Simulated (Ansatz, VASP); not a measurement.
One calculation of Ru, two programs

Contents of INCAR:

```
ALGO = Fast ; EDIFF = 1E-7
ENCUT = 520 ; GGA = PE
ISIF = 2 ; ISMEAR = 0
LASPH = T ; LCHARG = F
LREAL = F ; LWAVE = F
NBANDS = 21 ; NELM = 60
PREC = Accurate ; SIGMA = 0.15
```

Contents of KPOINTS:

```
k-points
0
Gamma
  21 21 12
```

Contents of POSCAR:

```
Ru
1.0
    2.9410424623      0.0000000000      0.0000000000
   -1.4705212312      2.5470174860      0.0000000000
    0.0000000000      0.0000000000      4.1154007175
Ru
2
Direct
    0.3333333333      0.6666666667      0.2500000000
    0.6666666667      0.3333333333      0.7500000000
```

Input for Ansatz:

```yaml
crystal:
  lattice:
    - [2.9410424623, 0.0, 0.0]
    - [-1.4705212312, 2.547017486, 0.0]
    - [0.0, 0.0, 4.1154007175]
  atoms:
    - { symbol: Ru, position: [0.3333333333, 0.6666666667, 0.25] }
    - { symbol: Ru, position: [0.6666666667, 0.3333333333, 0.75] }
basis:
  ecutwfc: 420
kpoints:
  mp_grid: { grid: [21, 21, 12] }
hamiltonian:
  xc: pbe
  pseudopotentials: { kind: paw, azcp: { folder: soft_1 } }
scf:
  occupations: { method: gaussian, width: 0.15 }
output:
  forces: true
  stress: true
  eigenvalues: true
```

Alike in both runs: task single point; functional PBE; k mesh 21 × 21 × 12; occupations gaussian, width 0.15 eV; no spin polarisation.

```csv
,VASP,Ansatz
version,VASP 6.6.1,Ansatz 0.2.0
potentials or method,"VASP PAW PBE potentials, release 64 (Ru_pv), cutoff 520 eV","scalar-relativistic, plane waves, PAW"
valence electrons in the cell,28,32
```

```tsv
	VASP	Ansatz	Ansatz less VASP
gap on the k mesh at the Fermi level (eV)	none	none	-
pressure (GPa)	-22.1	-22.0	+0.07
traceless stress, the component that is largest in VASP (GPa)	19.37	19.40	+0.028
```

A gap of «none» marks a metal or a gap that the smearing closes. VASP's potentials hold 28 valence electrons a cell and Ansatz's 32, so a difference there can come from the potentials and not from the codes.
